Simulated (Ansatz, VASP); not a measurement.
One calculation of Tl, two programs

Contents of INCAR:

```
  PREC = Accurate
  ENCUT = 500
  EDIFF = 1E-6
  ISMEAR = -5
  SIGMA = 0.1
  LREAL = False
  LASPH = True
  NELM = 120
  ALGO = Normal
  ISIF = 2
  LWAVE = False
  LCHARG = False
  GGA = PE
  NBANDS = 12
  GGA_COMPAT = False
```

Contents of KPOINTS:

```
regular mesh
0
Gamma
  6 6 6
```

The input POSCAR:

```
Tl
1.0
   -1.9410000000      1.9410000000      1.9410000000
    1.9410000000     -1.9410000000      1.9410000000
    1.9410000000      1.9410000000     -1.9410000000
Tl
1
Direct
    0.0000000000      0.0000000000      0.0000000000
```

Input for Ansatz:

```yaml
crystal:
  lattice:
    - [-1.941, 1.941, 1.941]
    - [1.941, -1.941, 1.941]
    - [1.941, 1.941, -1.941]
  atoms:
    - { symbol: Tl, position: [0.0, 0.0, 0.0] }
basis:
  ecutwfc: 420
kpoints:
  mp_grid: { grid: [6, 6, 6] }
hamiltonian:
  xc: pbe
scf:
  occupations: { method: tetrahedron }
  max_iter: 64
output:
  forces: true
  stress: true
  eigenvalues: true
accuracy: medium
```

Alike in both runs: task single point; functional PBE; k mesh 6 × 6 × 6; occupations tetrahedron; no spin polarisation.

```csv
,VASP,Ansatz
version,VASP 6.6.1,Ansatz 0.2.0
potentials or method,"VASP PAW PBE potentials, release 64 (Tl_d), cutoff 500 eV","scalar-relativistic, plane waves, PAW"
valence electrons in the cell,13,13
```

```csv
,VASP,Ansatz,Ansatz less VASP
gap on the k mesh at the Fermi level (eV),none,none,-
pressure (GPa),2.0,2.0,+0.05
```

A gap of «none» marks a metal or a gap that the smearing closes. Ansatz's warnings: band table not solved further, tetrahedron derivatives may miss energy slope.

The k mesh is coarse, so the values compare programs but aren't converged. Neither program's run includes spin-orbit coupling.
